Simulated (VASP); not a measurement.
# Ni (Fm-3m) in VASP: a series of runs, part 2 of 2

VASP 6.6.1. The steps go on from the part before.

### 3 Single point, PBE, collinear spin, ferromagnetic start

INCAR reads:

```
SYSTEM = Ni
  PREC = Accurate
  ENCUT = 520
  EDIFF = 1E-7
  ISMEAR = -1
  SIGMA = 0.05
  LREAL = .False.
  LASPH = .True.
  NELM = 150
  ALGO = Normal
  ISIF = 2
  LWAVE = .False.
  LCHARG = .True.
  ISPIN = 2
  MAGMOM = 2
  LORBIT = 11
  LMAXMIX = 4
  GGA = PE
  LELF = .True.
  LVHAR = .True.
  NBANDS = 15
```

KPOINTS reads:

```
Automatic mesh
0
Gamma
  13 13 13
  0 0 0
```

POSCAR reads:

```
Ni
1.0
    0.0000000000      1.7659500000      1.7659500000
    1.7659500000      0.0000000000      1.7659500000
    1.7659500000      1.7659500000      0.0000000000
Ni
1
Direct
    0.0000000000      0.0000000000      0.0000000000
```

Potentials or basis: VASP PAW PBE potentials, release 64 (Ni).

On the command line:

```
> cat potpaw_PBE.64/Ni/POTCAR > POTCAR
> mpirun -np 1 vasp_std > vasp.out
```

OUTCAR:

```text
SYSTEM = Ni
   PREC = Accurate
   ENCUT = 520
   EDIFF = 1E-7
   ISMEAR = -1
   LREAL = .False.
   LASPH = .True.
   NELM = 150
   ISIF = 2
   ISPIN = 2
   LORBIT = 11
   GGA = PE

 ion  position               nearest neighbor table
   1  0.000  0.000  0.000-

  LATTYP: Found a face centered cubic cell.
 ALAT       =     3.5319000000

  Lattice vectors:

 A1 = (   0.0000000000,   1.7659500000,   1.7659500000)
 A2 = (   1.7659500000,   0.0000000000,   1.7659500000)
 A3 = (   1.7659500000,   1.7659500000,   0.0000000000)

Analysis of symmetry for initial positions (statically):
=====================================================================
 Subroutine PRICEL returns:
 Original cell was already a primitive cell.

 Routine SETGRP: Setting up the symmetry group for a
 face centered cubic supercell.

 Subroutine GETGRP returns: Found 48 space group operations
 (whereof 48 operations were pure point group operations)
 out of a pool of 48 trial point group operations.

The static configuration has the point symmetry O_h .

Analysis of symmetry for dynamics (positions and initial velocities):
=====================================================================
 Subroutine PRICEL returns:
 Original cell was already a primitive cell.

 Routine SETGRP: Setting up the symmetry group for a
 face centered cubic supercell.

 Subroutine GETGRP returns: Found 48 space group operations
 (whereof 48 operations were pure point group operations)
 out of a pool of 48 trial point group operations.

The dynamic configuration has the point symmetry O_h .

Analysis of structural, dynamic, and magnetic symmetry:
=====================================================================
 Subroutine PRICEL returns:
 Original cell was already a primitive cell.

 Routine SETGRP: Setting up the symmetry group for a
 face centered cubic supercell.

 Subroutine GETGRP returns: Found 48 space group operations
 (whereof 48 operations were pure point group operations)
 out of a pool of 48 trial point group operations.

The overall configuration has the point symmetry O_h .

[... 151 lines left out ...]

 k-point     1 :       0.0000    0.0000    0.0000
  band No.  band energies     occupation
      1       0.2771      1.00000
      2       6.8014      1.00000
      3       6.8014      1.00000
      4       6.8014      1.00000
      5       7.9600      1.00000
      6       7.9600      1.00000
      7      32.8189      0.00000
      8      36.5864      0.00000
      9      36.5864      0.00000
     10      36.5864      0.00000
     11      39.4843      0.00000
     12      39.4843      0.00000
     13      39.4843      0.00000
     14      42.4795      0.00000
[... 403 lines left out ...]
      4       7.2060      1.00000
      5       8.6247      0.99999
      6      10.0173      0.00000
      7      17.0004      0.00000
      8      27.8684      0.00000
      9      29.4908      0.00000
     10      31.6312      0.00000
     11      41.5662      0.00000
     12      41.7810      0.00000
     13      44.6879      0.00000
     14      47.9438      0.00000
     15      55.2360      0.00000

 [... further k-points ...]

 spin component 2

 k-point     1 :       0.0000    0.0000    0.0000
  band No.  band energies     occupation
      1       0.2444      1.00000
      2       7.5546      1.00000
      3       7.5546      1.00000
      4       7.5546      1.00000
      5       8.5426      1.00000
      6       8.5426      1.00000
      7      32.6604      0.00000
      8      36.5698      0.00000
      9      36.5698      0.00000
     10      36.5698      0.00000
     11      39.5872      0.00000
     12      39.5872      0.00000
     13      39.5872      0.00000
     14      42.3549      0.00000
[... 403 lines left out ...]
      4       7.8421      1.00000
      5       9.3737      0.03514
      6      10.4790      0.00000
      7      17.2617      0.00000
      8      27.8987      0.00000
      9      29.5653      0.00000
     10      31.6793      0.00000
     11      41.5401      0.00000
     12      41.8082      0.00000
     13      44.7378      0.00000
     14      48.1079      0.00000
     15      56.6167      0.00000

 [... further k-points ...]
[... 5 lines left out ...]
  --------------------------------------------------------------------------------------
  -------------------------------------------------------------------------------------
  Total       -0.1554709     -0.1554709     -0.1554709      0.0000000      0.0000000     -0.0000000
  in kB      -22.6148959    -22.6148959    -22.6148959      0.0000000      0.0000000     -0.0000000
  external PRESSURE =     -22.6148959 kB  Pullay stress =       0.0000000 kB

 VOLUME and BASIS-vectors are now :
 -----------------------------------------------------------------------------
  energy-cutoff  :      520.00
  volume of cell :       11.01
      direct lattice vectors                 reciprocal lattice vectors
     0.000000000  1.765950000  1.765950000    -0.283133724  0.283133724  0.283133724
     1.765950000  0.000000000  1.765950000     0.283133724 -0.283133724  0.283133724
     1.765950000  1.765950000  0.000000000     0.283133724  0.283133724 -0.283133724

 POSITION                                       TOTAL-FORCE (eV/Angst)
 -----------------------------------------------------------------------------------
      0.00000      0.00000      0.00000         0.000000     -0.000000      0.000000
 -----------------------------------------------------------------------------------
    total drift:                                0.000000      0.000000      0.000000

  FREE ENERGIE OF THE ION-ELECTRON SYSTEM (eV)
  ---------------------------------------------------
  free  energy   TOTEN  =        -5.4791069892 eV

  energy  without entropy=       -5.4655590418  energy(sigma->0) =       -5.47233302

 total charge

# of ion       s       p       d       tot
------------------------------------------
    1        0.492   0.487   8.310   9.288

 magnetization (x)

# of ion       s       p       d       tot
------------------------------------------
    1       -0.006  -0.024   0.669   0.639
```

OSZICAR:

```text
N       E                     dE             d eps       ncg     rms          rms(c)
DAV:   1     0.334264763839E+02    0.33426E+02   -0.44201E+03  5341   0.902E+02
DAV:   2    -0.489678580976E+01   -0.38323E+02   -0.35514E+02  5747   0.163E+02
DAV:   3    -0.632259469158E+01   -0.14258E+01   -0.14178E+01  6062   0.309E+01
DAV:   4    -0.633170562668E+01   -0.91109E-02   -0.91092E-02  6259   0.232E+00
DAV:   5    -0.633182588053E+01   -0.12025E-03   -0.12025E-03  6223   0.238E-01    0.110E+01
DAV:   6    -0.586559358067E+01    0.46623E+00   -0.13180E+01  7301   0.417E+01    0.635E+00
DAV:   7    -0.549416867220E+01    0.37142E+00   -0.26638E+00  6846   0.161E+01    0.176E+00
DAV:   8    -0.548304491689E+01    0.11124E-01   -0.22490E-02  5811   0.924E-01    0.959E-01
DAV:   9    -0.547998786571E+01    0.30571E-02   -0.17687E-03  7862   0.250E-01    0.343E-01
DAV:  10    -0.547909903983E+01    0.88883E-03   -0.13841E-03  7588   0.213E-01    0.431E-02
DAV:  11    -0.547910525333E+01   -0.62135E-05   -0.19728E-05  6160   0.310E-02    0.261E-02
DAV:  12    -0.547910674650E+01   -0.14932E-05   -0.14948E-06  7154   0.687E-03    0.672E-03
DAV:  13    -0.547910690435E+01   -0.15785E-06   -0.73544E-07  6922   0.624E-03    0.408E-03
DAV:  14    -0.547910698923E+01   -0.84879E-07   -0.31433E-08  4424   0.172E-03
   1 F= -.54791070E+01 E0= -.54723330E+01  d E =-.135479E-01  mag=     0.6264
```

It took 32 s on 1 thread of Intel Xeon 8259CL, shared host; peak memory 0.15 GiB.

Results:

```yaml
Free_energy: -5.4791 eV
Pressure: -2.3 GPa
Net_moment: 0.63 μB per cell
Site_moments: Ni +0.64 μB
Valence_electrons_inside_the_program's_atomic_spheres: Ni 9.29
```
